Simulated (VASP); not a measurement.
CdTe, 2 atoms in the cell. Symmetry: F-43m, No. 216, cubic system. The conventional cell has a = 6.410 Å, b = 6.410 Å, c = 6.410 Å, α = 90.00°, β = 90.00°, γ = 90.00°. Cd (site symmetry -43m) has 4 Te at 2.78 Å within 3.7 Å. Within 3.7 Å of Te (site symmetry -43m) lie 4 Cd at 2.78 Å. 

| Property | Result |
| --- | --- |
| Program | VASP 6.6.1 |
| Task | single point |
| Functional | PBE |
| Potentials or basis | VASP PAW PBE potentials, release 64 (Cd, Te) |
| Cutoff | 500 eV |
| k mesh | 8 × 8 × 8 |
| Occupations | gaussian, width 0.02 eV |
| Spin | no spin polarisation |
| Dipole correction | no |
| Further INCAR settings | ALGO = Normal; EDIFF = 1e-06; NBANDS = 16 |

Potentials or basis: VASP PAW PBE potentials, release 64 (Cd, Te).

The run is started by

```bash
$ cat potpaw_PBE.64/Cd/POTCAR potpaw_PBE.64/Te/POTCAR > POTCAR
$ mpirun -np 1 vasp_std > vasp.out
```

Hardware: 1 thread of AMD EPYC 9R45 96-Core Processor (Zen 5), on a shared host.

**Question.** How long does it take, and how much memory?

**Answer.** It took 21 s on 1 thread of AMD EPYC 9R45 96-Core Processor (Zen 5) (shared host), peak memory 0.18 GiB. Counts: scf iterations 13, k points 29.
